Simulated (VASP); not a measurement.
# Al (P6_3/mmc) in VASP: further runs

The runs below take Al through relaxation of cell and atoms, with r2SCAN.

Program: VASP 6.6.1. These are calculated values, not measurements. Logs are shortened: lines on timing, memory, paths and dates and some standing lists are left out, and cuts for length are marked.

## (1) The cell of the first run

Symmetry: P6_3/mmc, No. 194, hexagonal system. Conventional cell: a = 2.860 Å, b = 2.860 Å, c = 4.670 Å, α = 90.00°, β = 90.00°, γ = 120.00°. Within 3.8 Å of Al (site symmetry -6m2) lie 12 Al at 2.86 Å.

This isn't the form of Al at room conditions, which is fcc.

## (2) Relaxation of cell and atoms, r2SCAN

POSCAR reads:

```
Al
1.0
    2.8600000000      0.0000000000      0.0000000000
   -1.4300000000      2.4768326548      0.0000000000
    0.0000000000      0.0000000000      4.6703800000
Al
2
Direct
    0.3333333333      0.6666666667      0.2500000000
    0.6666666667      0.3333333333      0.7500000000
```

INCAR.step1 reads:

```
SYSTEM = Al
ALGO = Normal ; EDIFF = 1E-4
ENCUT = 600 ; GGA = PE
ISMEAR = 0 ; LASPH = .True.
LCHARG = .False. ; LREAL = .False.
LWAVE = .True. ; NELM = 80
PREC = Accurate ; SIGMA = 0.05
```

INCAR.step2 reads:

```
SYSTEM = Al
ALGO = Normal ; EDIFF = 1E-6
EDIFFG = -0.02 ; ENCUT = 600
IBRION = 2 ; ISIF = 3
ISMEAR = 0 ; ISTART = 1
LASPH = .True. ; LCHARG = .False.
LMIXTAU = .True. ; LREAL = .False.
LWAVE = .False. ; METAGGA = R2SCAN
NELM = 80 ; NSW = 80
PREC = Accurate ; SIGMA = 0.05
```

KPOINTS reads:

```
k-points
0
Gamma
  19 19 10
  0 0 0
```

Potentials or basis: VASP PAW PBE potentials, release 64 (Al).

Started as:

```bash
cat potpaw_PBE.64/Al/POTCAR > POTCAR
cp INCAR.step1 INCAR
mpirun -np 1 vasp_std > vasp.out
cp INCAR.step2 INCAR
mpirun -np 1 vasp_std > vasp.out
```

OUTCAR:

```text
SYSTEM = Al
   EDIFF = 1E-6
   EDIFFG = -0.02
   ENCUT = 600
   IBRION = 2
   ISIF = 3
   ISMEAR = 0
   ISTART = 1
   LASPH = .True.
   LREAL = .False.
   METAGGA = R2SCAN
   NELM = 80
   NSW = 80
   PREC = Accurate

 ion  position               nearest neighbor table
   1  0.333  0.667  0.250-   2 2.86   2 2.86   2 2.86   2 2.86   2 2.86   2 2.86
   2  0.667  0.333  0.750-   1 2.86   1 2.86   1 2.86   1 2.86   1 2.86   1 2.86

  LATTYP: Found a hexagonal cell.
 ALAT       =     2.8600000000
 C/A-ratio  =     1.6330000000

  Lattice vectors:

 A1 = (   2.8600000000,   0.0000000000,   0.0000000000)
 A2 = (  -1.4300000000,   2.4768326548,   0.0000000000)
 A3 = (   0.0000000000,   0.0000000000,   4.6703800000)

Analysis of symmetry for initial positions (statically):
=====================================================================
 Subroutine PRICEL returns:
 Original cell was already a primitive cell.

 Routine SETGRP: Setting up the symmetry group for a
 hexagonal supercell.

 Subroutine GETGRP returns: Found 24 space group operations
 (whereof 12 operations were pure point group operations)
 out of a pool of 24 trial point group operations.

The static configuration has the point symmetry D_3d.
 The point group associated with its full space group is D_6h.

Analysis of symmetry for dynamics (positions and initial velocities):
=====================================================================
 Subroutine PRICEL returns:
 Original cell was already a primitive cell.

 Routine SETGRP: Setting up the symmetry group for a
 hexagonal supercell.

 Subroutine GETGRP returns: Found 24 space group operations
 (whereof 12 operations were pure point group operations)
 out of a pool of 24 trial point group operations.

The dynamic configuration has the point symmetry D_3d.
 The point group associated with its full space group is D_6h.

 Subroutine INISYM returns: Found 24 space group operations
 (whereof 12 operations are pure point group operations),
 and found     1 'primitive' translations

----------------------------------------------------------------------------------------

                                     Primitive cell

  volume of cell :      33.0838

  direct lattice vectors                    reciprocal lattice vectors
     2.860000000  0.000000000  0.000000000     0.349650350  0.201870723  0.000000000
    -1.430000000  2.476832655  0.000000000     0.000000000  0.403741447  0.000000000
     0.000000000  0.000000000  4.670380000     0.000000000  0.000000000  0.214115340

  length of vectors
     2.860000000  2.860000000  4.670380000     0.403741447  0.403741447  0.214115340

  position of ions in fractional coordinates (direct lattice)
     0.333333333  0.666666667  0.250000000
     0.666666667  0.333333333  0.750000000

  ion indices of the primitive-cell ions
   primitive index   ion index
                 1           1
                 2           2

----------------------------------------------------------------------------------------

 KPOINTS: k-points

Automatic generation of k-mesh.
 Grid dimensions read from file:
 generate k-points for:   19   19   10

 Generating k-lattice:

  Cartesian coordinates                     Fractional coordinates (reciprocal lattice)
     0.018402650  0.010624775  0.000000000     0.052631579  0.000000000  0.000000000
     0.000000000  0.021249550  0.000000000     0.000000000  0.052631579  0.000000000
     0.000000000  0.000000000  0.021411534     0.000000000  0.000000000  0.100000000

  Length of vectors
     0.021249550  0.021249550  0.021411534

  Shift w.r.t. Gamma in fractional coordinates (k-lattice)
     0.000000000  0.000000000  0.000000000

 Subroutine IBZKPT returns following result:
 ===========================================

 Found    240 irreducible k-points:

 Following reciprocal coordinates:
            Coordinates               Weight
  0.000000  0.000000  0.000000      1.000000
  0.052632 -0.000000  0.000000      6.000000
  0.105263 -0.000000  0.000000      6.000000
  0.157895 -0.000000  0.000000      6.000000
  0.210526 -0.000000  0.000000      6.000000
  0.263158  0.000000  0.000000      6.000000
[... 16 lines left out ...]
  0.263158  0.105263  0.000000     12.000000
  0.315789  0.105263  0.000000     12.000000
 [... further k-points ...]
   k-points           NKPTS =    240   k-points in BZ     NKDIM =    240   number of bands    NBANDS=      7
   number of dos      NEDOS =    301   number of ions     NIONS =      2
   total plane-waves  NPLWV =  23040
   dimension x,y,z NGX =    24 NGY =   24 NGZ =   40
   dimension x,y,z NGXF=    48 NGYF=   48 NGZF=   80
   ions per type =               2
   NGX,Y,Z   is equivalent  to a cutoff of  13.95, 13.95, 14.24 a.u.
   NGXF,Y,Z  is equivalent  to a cutoff of  27.90, 27.90, 28.48 a.u.
 SYSTEM =  Al
   PREC   = accura    normal or accurate (medium, high low for compatibility)
   ISTART =      1    job   : 0-new  1-cont  2-samecut
   ICHARG =      0    charge: 1-file 2-atom 10-const
   ISPIN  =      1    spin polarized calculation?
   LNONCOLLINEAR =      F non collinear calculations
   LSORBIT =      F    spin-orbit coupling
   LASPH  =      T    aspherical Exc in radial PAW
   ENCUT  =  600.0 eV  44.10 Ry    6.64 a.u.   5.71  5.71  9.33*2*pi/ulx,y,z
   NELM   =     80;   NELMIN=  2; NELMDL=  0     # of ELM steps
   EDIFF  = 0.1E-05   stopping-criterion for ELM
   LREAL  =      F    real-space projection
   EDIFFG = -.2E-01   stopping-criterion for IOM
   NSW    =     80    number of steps for IOM
   IBRION =      2    ionic relax: 0-MD 1-quasi-New 2-CG
   NFREE  =      1    steps in history (QN), initial steepest desc. (CG)
   ISIF   =      3    stress and relaxation
   ISYM   =      2    0-nonsym 1-usesym 2-fastsym
   POTIM  = 0.5000    time-step for ionic-motion
   TEBEG  =    0.0;   TEEND  =   0.0 temperature during run
   PSTRESS=    0.0 pullay stress
   NELECT =       6.0000    total number of electrons
   NUPDOWN=      -1.0000    fix difference up-down
   EMIN   =  10.00;   EMAX   =-10.00  energy-range for DOS
   EFERMI =   0.00;   METHOD = LEGACY
   ISMEAR =     0;   SIGMA  =   0.05  broadening in eV -4-tet -1-fermi 0-gaus
   EFERMI_NEDOS =   21; number of points for ismear=-14 and -15
   IALGO  =     38    algorithm
   IMIX   =      4    mixing-type and parameters
     AMIX     =   0.40;   BMIX     =  1.00
     AMIX_MAG =   1.60;   BMIX_MAG =  1.00
  volume/ion in A,a.u.               =      16.54       111.63
  Fermi-wavevector in a.u.,A,eV,Ry     =   0.926660  1.751133 11.683298  0.858698
  Thomas-Fermi vector in A             =   2.052646
   LORBIT       =      0    0 simple, 1 ext, 2 COOP (PROOUT), +10 PAW based schemes
   METAGGA = R2SCAN    functional components
   LHFCALC =     F    Hartree Fock is set to
   AEXX    =    0.0000 exact exchange contribution
   IVDW    =     0    specifies the selected vdW correction
   LEPSILON=     F    determine dielectric tensor
   LRPA    =     F    only Hartree local field effects (RPA)
 conjugate gradient relaxation of ions
 non-spin polarized calculation
 Gauss-broadening in eV      SIGMA  =   0.05
  energy-cutoff  :      600.00
  volume of cell :       33.08
 maximum number of plane-waves:      1118
 NGX is ok and might be reduce to    24
   NGX = 11   NGY = 11   NGZ = 19

--------------------------------------- Ionic step        1  -------------------------------------------

 number of electron       6.0000000 magnetization

 Free energy of the ion-electron system (eV)
  ---------------------------------------------------
  ext. energy  EPLUGINS =         0.00000000
  ---------------------------------------------------
  free energy    TOTEN  =       -13.38392325 eV

  energy without entropy =      -13.38238379  energy(sigma->0) =      -13.38315352

------------------------ aborting loop because EDIFF is reached ----------------------------------------

  FORCE on cell =-STRESS in cart. coord.  units (eV):
  Direction    XX          YY          ZZ          XY          YZ          ZX
  --------------------------------------------------------------------------------------
  -------------------------------------------------------------------------------------
  Total       -0.6500422     -0.6500422     -0.5828712      0.0000000     -0.0000000      0.0000000
  in kB      -31.4801816    -31.4801816    -28.2272299      0.0000000     -0.0000000      0.0000000
  external PRESSURE =     -30.3958643 kB  Pullay stress =       0.0000000 kB
[... 57 lines left out ...]
  energy  without entropy=      -13.3942024511  energy(sigma->0) =      -13.39486040

--------------------------------------- Ionic step        3  -------------------------------------------

 number of electron       6.0000000 magnetization

 Free energy of the ion-electron system (eV)
  ---------------------------------------------------
  ext. energy  EPLUGINS =         0.00000000
  ---------------------------------------------------
  free energy    TOTEN  =       -13.39608302 eV

  energy without entropy =      -13.39465308  energy(sigma->0) =      -13.39536805

 E-fermi :   8.4054     XC(G=0): -11.0447

 val. band max:        8.3940840483   @ k =   0.2632   0.0526   0.2000
 cond. band min:       8.4148974301   @ k =   0.3158   0.1053   0.5000
 fundamental gap:      0.0208133818
 Fermi energy:         8.4054463069

 k-point     1 :       0.0000    0.0000    0.0000
  band No.  band energies     occupation
      1      -3.7098      2.00000
      2       3.2330      2.00000
      3       3.7847      2.00000
      4      20.0463      0.00000
      5      20.0463      0.00000
      6      20.2541      0.00000
      7      20.2541      0.00000
[... 221 lines left out ...]
 k-point    24 :       0.3158    0.1053    0.0000
  band No.  band energies     occupation
      1       0.0287      2.00000
      2       6.2268      2.00000
      3       6.7585      2.00000
      4       7.9105      2.00000
      5      11.7592      0.00000
      6      13.2642      0.00000
      7      14.3834      0.00000

 [... further k-points ...]
[... 5 lines left out ...]
  --------------------------------------------------------------------------------------
  -------------------------------------------------------------------------------------
  Total       -0.0070362     -0.0070362      0.0255354     -0.0000000     -0.0000000      0.0000000
  in kB       -0.3538211     -0.3538211      1.2840717     -0.0000000     -0.0000000      0.0000000
  external PRESSURE =       0.1921432 kB  Pullay stress =       0.0000000 kB
[... 17 lines left out ...]
  FREE ENERGIE OF THE ION-ELECTRON SYSTEM (eV)
  ---------------------------------------------------
  free  energy   TOTEN  =       -13.3960830246 eV

  energy  without entropy=      -13.3946530784  energy(sigma->0) =      -13.39536805

 reached required accuracy - stopping structural energy minimisation
```

Wall time 5.2 min (1 thread of AMD EPYC 9R45 (Zen 5), shared host); peak memory 0.17 GiB.

What came out:

```yaml
Free_energy: -13.3961 eV
Relaxed_volume: 15.93 Å³/atom
Relaxed_cell: a = 2.823 Å, b = 2.823 Å, c = 4.616 Å, α = 90.00°, β = 90.00°, γ = 120.00°
Space_group_after_relaxing_to_0.1_Å: P6_3/mmc (No. 194)
Energy_gained_by_relaxing: 6.1 meV/atom
Ionic_steps: 3
Pressure_after_relaxing: 0.0 GPa
Band_gap_on_the_k_mesh: zero (bands 3 and 4 overlap by 7.84 eV)
```

Step by step:
```tsv
step	energy change (eV)	largest force (eV/Å)	pressure (GPa)	volume (Å³)
1	0.0000	0.0000	-3.04	33.08
2	-0.0116	0.0000	0.78	31.60
3	-0.0122	0.0000	0.02	31.86
```

Final structure:
```
CELL_PARAMETERS angstrom
2.82306 0.00000 0.00000
-1.41153 2.44484 0.00000
0.00000 0.00000 4.61629
ATOMIC_POSITIONS crystal
Al 0.33333 0.66667 0.25000
Al 0.66667 0.33333 0.75000
```

Caveat: the PAW data sets were made with another functional, which shifts forces and pressure a little.

(Continued in part 2 of 3.)

The gap in the log of VASP goes by the Fermi energy; the results here count the filled bands.